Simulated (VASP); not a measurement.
# Cd (Fm-3m) in VASP: further runs, part 2 of 3

VASP 6.6.1.

## 3. Single point, RPBE

This run uses another cell than the first one, of 24.43 Å³/atom, 1.042 times its volume.

The input, INCAR:

```
ALGO     = Normal         # electronic algorithm
EDIFF    = 1E-6           # SCF threshold, eV
ENCUT    = 520            # plane-wave cutoff, eV
GGA      = RP             # functional
ISIF     = 2              # what is computed and relaxed
ISMEAR   = -1             # smearing method
LASPH    = True           # aspherical terms in the spheres
LCHARG   = False          # write CHGCAR
LREAL    = False          # projectors in reciprocal space
LWAVE    = False          # write WAVECAR
NBANDS   = 12             # bands
NELM     = 80             # most SCF steps
PREC     = Accurate       # precision mode
SIGMA    = 0.1            # smearing width, eV
```

The input, KPOINTS:

```
k-points
0
Gamma
  13 13 13
```

The input, POSCAR:

```
Cd
1.0
    0.0000000000      2.3030368086      2.3030368086
    2.3030368086      0.0000000000      2.3030368086
    2.3030368086      2.3030368086      0.0000000000
Cd
1
Direct
    0.0000000000      0.0000000000      0.0000000000
```

Potentials or basis: VASP PAW PBE potentials, release 64 (Cd).

The run is started by

```sh
cat potpaw_PBE.64/Cd/POTCAR > POTCAR
mpirun -np 1 vasp_std > vasp.out
```

OUTCAR:

```text
EDIFF = 1E-6
   ENCUT = 520
   GGA = RP
   ISIF = 2
   ISMEAR = -1
   LASPH = True
   LREAL = False
   NELM = 80
   PREC = Accurate

 ion  position               nearest neighbor table
   1  0.000  0.000  0.000-

  LATTYP: Found a face centered cubic cell.
 ALAT       =     4.6060736172

  Lattice vectors:

 A1 = (   0.0000000000,   2.3030368086,   2.3030368086)
 A2 = (   2.3030368086,   0.0000000000,   2.3030368086)
 A3 = (   2.3030368086,   2.3030368086,   0.0000000000)

Analysis of symmetry for initial positions (statically):
[... 530 lines left out ...]
      7       3.4179      0.00001
      8      10.9778      0.00000
      9      11.7977      0.00000
     10      13.6798      0.00000
     11      20.3515      0.00000
     12      20.3538      0.00000

 [... further k-points ...]
[... 5 lines left out ...]
  --------------------------------------------------------------------------------------
  -------------------------------------------------------------------------------------
  Total        0.0099401      0.0099401      0.0099401      0.0000000      0.0000000     -0.0000000
  in kB        0.6518785      0.6518785      0.6518785      0.0000000      0.0000000     -0.0000000
  external PRESSURE =       0.6518785 kB  Pullay stress =       0.0000000 kB

 VOLUME and BASIS-vectors are now :
 -----------------------------------------------------------------------------
  energy-cutoff  :      520.00
  volume of cell :       24.43
      direct lattice vectors                 reciprocal lattice vectors
     0.000000000  2.303036809  2.303036809    -0.217104650  0.217104650  0.217104650
     2.303036809  0.000000000  2.303036809     0.217104650 -0.217104650  0.217104650
     2.303036809  2.303036809  0.000000000     0.217104650  0.217104650 -0.217104650

 POSITION                                       TOTAL-FORCE (eV/Angst)
 -----------------------------------------------------------------------------------
      0.00000      0.00000      0.00000         0.000000      0.000000      0.000000
 -----------------------------------------------------------------------------------
    total drift:                               -0.000000      0.000000      0.000000

  FREE ENERGIE OF THE ION-ELECTRON SYSTEM (eV)
  ---------------------------------------------------
  free  energy   TOTEN  =        -0.3606461475 eV

  energy  without entropy=       -0.3482076285  energy(sigma->0) =       -0.35442689
```

OSZICAR:

```text
N       E                     dE             d eps       ncg     rms          rms(c)
DAV:   1     0.700308976242E+02    0.70031E+02   -0.68646E+03  2136   0.973E+02
DAV:   2     0.950842989003E+00   -0.69080E+02   -0.65957E+02  2200   0.234E+02
DAV:   3    -0.369879642025E+00   -0.13207E+01   -0.13201E+01  2420   0.362E+01
DAV:   4    -0.371587726302E+00   -0.17081E-02   -0.17081E-02  2296   0.130E+00
DAV:   5    -0.371592043232E+00   -0.43169E-05   -0.43170E-05  2424   0.648E-02    0.243E+00
DAV:   6    -0.356193230338E+00    0.15399E-01   -0.61611E-02  2412   0.300E+00    0.199E+00
DAV:   7    -0.359225751492E+00   -0.30325E-02   -0.95205E-03  2196   0.996E-01    0.913E-01
DAV:   8    -0.360567693685E+00   -0.13419E-02   -0.19286E-03  2156   0.525E-01    0.670E-02
DAV:   9    -0.360643645870E+00   -0.75952E-04   -0.65654E-05  2388   0.773E-02    0.149E-02
DAV:  10    -0.360646281500E+00   -0.26356E-05   -0.25480E-06  2212   0.159E-02    0.224E-03
DAV:  11    -0.360646147469E+00    0.13403E-06   -0.58304E-08  1236   0.236E-03
   1 F= -.36064615E+00 E0= -.35442689E+00  d E =-.124385E-01
```

stdout:

```text
POSCAR found type information on POSCAR Cd
 POSCAR found :  1 types and       1 ions
 scaLAPACK will be used
 -----------------------------------------------------------------------------
|                                                                             |
|                                                                             |
|     You enforced a specific xc type in the INCAR file but a different       |
|     I HOPE YOU KNOW WHAT YOU ARE DOING!                                     |
|                                                                             |
 -----------------------------------------------------------------------------

 LDA part: xc-table for (Slater+PW92), standard interpolation
 POSCAR, INCAR and KPOINTS ok, starting setup
 FFT: planning ... GRIDC
 FFT: planning ... GRID_SOFT
 FFT: planning ... GRID
 WAVECAR not read
 entering main loop
```

Run time: 7.7 s. Hardware: 1 thread of Intel Xeon Platinum 8375C at 2.90GHz (Ice Lake), shared host; peak memory 0.15 GiB.

Results:

| Property | Result |
| --- | --- |
| Free energy | -0.3606 eV |
| Pressure | 0.1 GPa |
| Band gap on the k mesh | zero (band 6 reaches 3.35 eV, above the bottom of band 7 at 1.05 eV) |

Caveat: the PAW data sets were made with another functional, which shifts forces and pressure a little.

## 4. Single point, RPBE (volume scaled by 1.04)

The input, INCAR:

```
SYSTEM = Cd
PREC = Accurate
ENCUT = 520
EDIFF = 1E-6
ISMEAR = -1
SIGMA = 0.1
LREAL = .False.
LASPH = .True.
NELM = 80
ALGO = Normal
ISIF = 2
LWAVE = .False.
LCHARG = .False.
GGA = RP
NBANDS = 12
```

The input, KPOINTS:

```
regular mesh
0
Gamma
  13 13 13
  0 0 0
```

The input, POSCAR:

```
Cd
1.0
    0.0000000000      2.3333434000      2.3333434000
    2.3333434000      0.0000000000      2.3333434000
    2.3333434000      2.3333434000      0.0000000000
Cd
1
Direct
    0.0000000000      0.0000000000      0.0000000000
```

The run is started by

```sh
cat potpaw_PBE.64/Cd/POTCAR > POTCAR
mpirun -np 1 vasp_std > vasp.out
```

Run time: 18 s. Hardware: 1 thread of Intel Xeon Platinum 8375C at 2.90GHz (Ice Lake), shared host; peak memory 0.16 GiB.

It converged, with:

- Free energy: -0.3576 eV
- Pressure: -1.0 GPa
- Band gap on the k mesh: zero (band 6 reaches 3.12 eV, above the bottom of band 7 at 0.80 eV)

Levels at points of the mesh, in eV from the Fermi level:
```
           k point  band 3  band 4  band 5  band 6  band 7  band 8  band 9  band 10
(0.00, 0.00, 0.00)   -8.83   -8.51   -8.51   -7.71   13.29   13.50   13.50    13.50
```

Caveat: the cell differs from its parent crystal (volume scaled by 1.04); the PAW data sets were made with another functional, which shifts forces and pressure a little.

## 5. Single point, RPBE (volume scaled by 1.08)

The input, INCAR:

```
  PREC = Accurate
  ENCUT = 520
  EDIFF = 1E-7
  ISMEAR = -1
  SIGMA = 0.1
  LREAL = False
  LASPH = True
  NELM = 80
  ALGO = Normal
  ISIF = 2
  LWAVE = False
  LCHARG = False
  GGA = RP
  NBANDS = 12
```

The input, KPOINTS:

```
Automatic mesh
0
Gamma
  13 13 13
```

The input, POSCAR:

```
Cd
1.0
    0.0000000000      2.3628825282      2.3628825282
    2.3628825282      0.0000000000      2.3628825282
    2.3628825282      2.3628825282      0.0000000000
Cd
1
Direct
    0.0000000000      0.0000000000      0.0000000000
```

Potentials or basis: VASP PAW PBE potentials, release 64 (Cd).

The run is started by

```sh
cat potpaw_PBE.64/Cd/POTCAR > POTCAR
mpirun -np 1 vasp_std > vasp.out
```

OUTCAR:

```text
PREC = Accurate
   ENCUT = 520
   EDIFF = 1E-7
   ISMEAR = -1
   LREAL = False
   LASPH = True
   NELM = 80
   ISIF = 2
   GGA = RP

 ion  position               nearest neighbor table
   1  0.000  0.000  0.000-

  LATTYP: Found a face centered cubic cell.
 ALAT       =     4.7257650564

  Lattice vectors:

 A1 = (   0.0000000000,   2.3628825282,   2.3628825282)
 A2 = (   2.3628825282,   0.0000000000,   2.3628825282)
 A3 = (   2.3628825282,   2.3628825282,   0.0000000000)

Analysis of symmetry for initial positions (statically):
=====================================================================
 Subroutine PRICEL returns:
 Original cell was already a primitive cell.

 Routine SETGRP: Setting up the symmetry group for a
 face centered cubic supercell.

 Subroutine GETGRP returns: Found 48 space group operations
 (whereof 48 operations were pure point group operations)
 out of a pool of 48 trial point group operations.

The static configuration has the point symmetry O_h .

Analysis of symmetry for dynamics (positions and initial velocities):
=====================================================================
 Subroutine PRICEL returns:
 Original cell was already a primitive cell.

 Routine SETGRP: Setting up the symmetry group for a
 face centered cubic supercell.

 Subroutine GETGRP returns: Found 48 space group operations
 (whereof 48 operations were pure point group operations)
 out of a pool of 48 trial point group operations.

The dynamic configuration has the point symmetry O_h .

 Subroutine INISYM returns: Found 48 space group operations
 (whereof 48 operations are pure point group operations),
 and found     1 'primitive' translations

----------------------------------------------------------------------------------------

                                     Primitive cell

  volume of cell :      26.3850

  direct lattice vectors                    reciprocal lattice vectors
     0.000000000  2.362882528  2.362882528    -0.211605949  0.211605949  0.211605949
     2.362882528  0.000000000  2.362882528     0.211605949 -0.211605949  0.211605949
     2.362882528  2.362882528  0.000000000     0.211605949  0.211605949 -0.211605949

  length of vectors
     3.341620518  3.341620518  3.341620518     0.366512255  0.366512255  0.366512255

  position of ions in fractional coordinates (direct lattice)
     0.000000000  0.000000000  0.000000000

  ion indices of the primitive-cell ions
   primitive index   ion index
                 1           1

----------------------------------------------------------------------------------------

 KPOINTS: Automatic mesh

Automatic generation of k-mesh.
 Grid dimensions read from file:
 generate k-points for:   13   13   13

 Generating k-lattice:

  Cartesian coordinates                     Fractional coordinates (reciprocal lattice)
    -0.016277381  0.016277381  0.016277381     0.076923077  0.000000000  0.000000000
     0.016277381 -0.016277381  0.016277381     0.000000000  0.076923077  0.000000000
     0.016277381  0.016277381 -0.016277381     0.000000000  0.000000000  0.076923077

  Length of vectors
     0.028193250  0.028193250  0.028193250

  Shift w.r.t. Gamma in fractional coordinates (k-lattice)
     0.000000000  0.000000000  0.000000000

 Subroutine IBZKPT returns following result:
 ===========================================

 Found     84 irreducible k-points:

 Following reciprocal coordinates:
            Coordinates               Weight
  0.000000  0.000000  0.000000      1.000000
  0.076923  0.000000  0.000000      8.000000
  0.153846  0.000000  0.000000      8.000000
  0.230769  0.000000  0.000000      8.000000
  0.307692  0.000000  0.000000      8.000000
  0.384615  0.000000  0.000000      8.000000
[... 16 lines left out ...]
  0.384615  0.153846  0.000000     24.000000
  0.461538  0.153846  0.000000     24.000000
 [... further k-points ...]
   k-points           NKPTS =     84   k-points in BZ     NKDIM =     84   number of bands    NBANDS=     12
   number of dos      NEDOS =    301   number of ions     NIONS =      1
   total plane-waves  NPLWV =  21952
   dimension x,y,z NGX =    28 NGY =   28 NGZ =   28
   dimension x,y,z NGXF=    56 NGYF=   56 NGZF=   56
   ions per type =               1
   NGX,Y,Z   is equivalent  to a cutoff of  13.93, 13.93, 13.93 a.u.
   NGXF,Y,Z  is equivalent  to a cutoff of  27.86, 27.86, 27.86 a.u.
 SYSTEM =  unknown system
   PREC   = accura    normal or accurate (medium, high low for compatibility)
   ISTART =      0    job   : 0-new  1-cont  2-samecut
   ICHARG =      2    charge: 1-file 2-atom 10-const
   ISPIN  =      1    spin polarized calculation?
   LNONCOLLINEAR =      F non collinear calculations
   LSORBIT =      F    spin-orbit coupling
   LASPH  =      T    aspherical Exc in radial PAW
   ENCUT  =  520.0 eV  38.22 Ry    6.18 a.u.   6.21  6.21  6.21*2*pi/ulx,y,z
   NELM   =     80;   NELMIN=  2; NELMDL= -5     # of ELM steps
   EDIFF  = 0.1E-06   stopping-criterion for ELM
   LREAL  =      F    real-space projection
   EDIFFG = 0.1E-05   stopping-criterion for IOM
   NSW    =      0    number of steps for IOM
   IBRION =     -1    ionic relax: 0-MD 1-quasi-New 2-CG
   NFREE  =      0    steps in history (QN), initial steepest desc. (CG)
   ISIF   =      2    stress and relaxation
   ISYM   =      2    0-nonsym 1-usesym 2-fastsym
   POTIM  = 0.5000    time-step for ionic-motion
   TEBEG  =    0.0;   TEEND  =   0.0 temperature during run
   PSTRESS=    0.0 pullay stress
   NELECT =      12.0000    total number of electrons
   NUPDOWN=      -1.0000    fix difference up-down
   EMIN   =  10.00;   EMAX   =-10.00  energy-range for DOS
   EFERMI =   0.00;   METHOD = LEGACY
   ISMEAR =    -1;   SIGMA  =   0.10  broadening in eV -4-tet -1-fermi 0-gaus
   EFERMI_NEDOS =   21; number of points for ismear=-14 and -15
   IALGO  =     38    algorithm
   IMIX   =      4    mixing-type and parameters
     AMIX     =   0.40;   BMIX     =  1.00
     AMIX_MAG =   1.60;   BMIX_MAG =  1.00
  volume/ion in A,a.u.               =      26.38       178.05
  Fermi-wavevector in a.u.,A,eV,Ry     =   1.258973  2.379114 21.565415  1.585013
  Thomas-Fermi vector in A             =   2.392556
   LORBIT       =      0    0 simple, 1 ext, 2 COOP (PROOUT), +10 PAW based schemes
   GGA     = RP    functional components
   LHFCALC =     F    Hartree Fock is set to
   AEXX    =    0.0000 exact exchange contribution
   IVDW    =     0    specifies the selected vdW correction
   LEPSILON=     F    determine dielectric tensor
   LRPA    =     F    only Hartree local field effects (RPA)
 non-spin polarized calculation
  energy-cutoff  :      520.00
  volume of cell :       26.38
 maximum number of plane-waves:       725
 NGX is ok and might be reduce to    28
   NGX = 13   NGY = 13   NGZ = 13

 number of electron      12.0000000 magnetization

 Free energy of the ion-electron system (eV)
  ---------------------------------------------------
  ext. energy  EPLUGINS =         0.00000000
  ---------------------------------------------------
  free energy    TOTEN  =        -0.34880749 eV

  energy without entropy =       -0.33607996  energy(sigma->0) =       -0.34244373

 E-fermi :   1.7465     XC(G=0):  -9.8828

 val. band max:        1.6991573607   @ k =  -0.3846   0.3846   0.0769
 cond. band min:       1.8747783799   @ k =   0.4615   0.0769   0.0000
 fundamental gap:      0.1756210192
 Fermi energy:         1.7465228851

 k-point     1 :       0.0000    0.0000    0.0000
  band No.  band energies     occupation
      1      -7.0055      2.00000
      2      -7.0055      2.00000
      3      -7.0055      2.00000
      4      -6.7124      2.00000
      5      -6.7124      2.00000
      6      -5.7187      2.00000
      7      14.8914      0.00000
      8      14.8914      0.00000
      9      14.8914      0.00000
     10      14.8976      0.00000
     11      18.0213      0.00000
     12      18.0213      0.00000

 k-point     2 :       0.0769    0.0000    0.0000
  band No.  band energies     occupation
      1      -7.0135      2.00000
      2      -6.9891      2.00000
      3      -6.9891      2.00000
      4      -6.7156      2.00000
      5      -6.7156      2.00000
      6      -5.5864      2.00000
      7      13.1345      0.00000
      8      14.6530      0.00000
      9      14.6530      0.00000
     10      14.8875      0.00000
     11      18.4397      0.00000
     12      18.4397      0.00000
[... 316 lines left out ...]
 k-point    24 :       0.4615    0.1538    0.0000
  band No.  band energies     occupation
      1      -7.1968      2.00000
      2      -7.0068      2.00000
      3      -6.8775      2.00000
      4      -6.6705      2.00000
      5      -6.4583      2.00000
      6      -1.2472      2.00000
      7       2.8846      0.00002
      8      10.0327      0.00000
      9      10.8472      0.00000
     10      12.7923      0.00000
     11      19.0822      0.00000
     12      19.0923      0.00000

 [... further k-points ...]
[... 5 lines left out ...]
  --------------------------------------------------------------------------------------
  -------------------------------------------------------------------------------------
  Total       -0.3014205     -0.3014205     -0.3014205      0.0000000     -0.0000000      0.0000000
  in kB      -18.3032010    -18.3032010    -18.3032010      0.0000000     -0.0000000      0.0000000
  external PRESSURE =     -18.3032010 kB  Pullay stress =       0.0000000 kB

 VOLUME and BASIS-vectors are now :
 -----------------------------------------------------------------------------
  energy-cutoff  :      520.00
  volume of cell :       26.38
      direct lattice vectors                 reciprocal lattice vectors
     0.000000000  2.362882528  2.362882528    -0.211605949  0.211605949  0.211605949
     2.362882528  0.000000000  2.362882528     0.211605949 -0.211605949  0.211605949
     2.362882528  2.362882528  0.000000000     0.211605949  0.211605949 -0.211605949

 POSITION                                       TOTAL-FORCE (eV/Angst)
 -----------------------------------------------------------------------------------
      0.00000      0.00000      0.00000         0.000000      0.000000      0.000000
 -----------------------------------------------------------------------------------
    total drift:                               -0.000000     -0.000000     -0.000000

  FREE ENERGIE OF THE ION-ELECTRON SYSTEM (eV)
  ---------------------------------------------------
  free  energy   TOTEN  =        -0.3488074864 eV

  energy  without entropy=       -0.3360799639  energy(sigma->0) =       -0.34244373
```

OSZICAR:

```text
N       E                     dE             d eps       ncg     rms          rms(c)
DAV:   1     0.694338550357E+02    0.69434E+02   -0.67792E+03  2152   0.963E+02
DAV:   2     0.973570907690E+00   -0.68460E+02   -0.65229E+02  2184   0.230E+02
DAV:   3    -0.351381838991E+00   -0.13250E+01   -0.13243E+01  2408   0.358E+01
DAV:   4    -0.353067522202E+00   -0.16857E-02   -0.16856E-02  2300   0.128E+00
DAV:   5    -0.353072136146E+00   -0.46139E-05   -0.46139E-05  2376   0.656E-02    0.202E+00
DAV:   6    -0.343331793115E+00    0.97403E-02   -0.48636E-02  2432   0.259E+00    0.169E+00
DAV:   7    -0.347203277458E+00   -0.38715E-02   -0.86837E-03  2180   0.911E-01    0.775E-01
DAV:   8    -0.348717230346E+00   -0.15140E-02   -0.20142E-03  2160   0.515E-01    0.693E-02
DAV:   9    -0.348805859431E+00   -0.88629E-04   -0.89210E-05  2376   0.870E-02    0.121E-02
DAV:  10    -0.348807618048E+00   -0.17586E-05   -0.19533E-06  2268   0.131E-02    0.241E-03
DAV:  11    -0.348807497494E+00    0.12055E-06   -0.95856E-08  2324   0.285E-03    0.152E-03
DAV:  12    -0.348807486370E+00    0.11124E-07   -0.64699E-09  1220   0.979E-04
   1 F= -.34880749E+00 E0= -.34244373E+00  d E =-.127275E-01
```

stdout:

```text
POSCAR found type information on POSCAR Cd
 POSCAR found :  1 types and       1 ions
 scaLAPACK will be used
 -----------------------------------------------------------------------------
|                                                                             |
|                                                                             |
|     You enforced a specific xc type in the INCAR file but a different       |
|     I HOPE YOU KNOW WHAT YOU ARE DOING!                                     |
|                                                                             |
 -----------------------------------------------------------------------------

 LDA part: xc-table for (Slater+PW92), standard interpolation
 POSCAR, INCAR and KPOINTS ok, starting setup
 FFT: planning ... GRIDC
 FFT: planning ... GRID_SOFT
 FFT: planning ... GRID
 WAVECAR not read
 entering main loop
```

Run time: 24 s. Hardware: 1 thread of Intel Xeon Platinum 8375C at 2.90GHz (Ice Lake), shared host; peak memory 0.17 GiB.

What came out:

| Property | Result |
| --- | --- |
| Free energy | -0.3488 eV |
| Pressure | -1.8 GPa |
| Band gap on the k mesh | zero (band 6 reaches 2.86 eV, above the bottom of band 7 at 0.60 eV) |

Caveat: the cell differs from its parent crystal (volume scaled by 1.08); the PAW data sets were made with another functional, which shifts forces and pressure a little.

(Continued in part 3 of 3.)
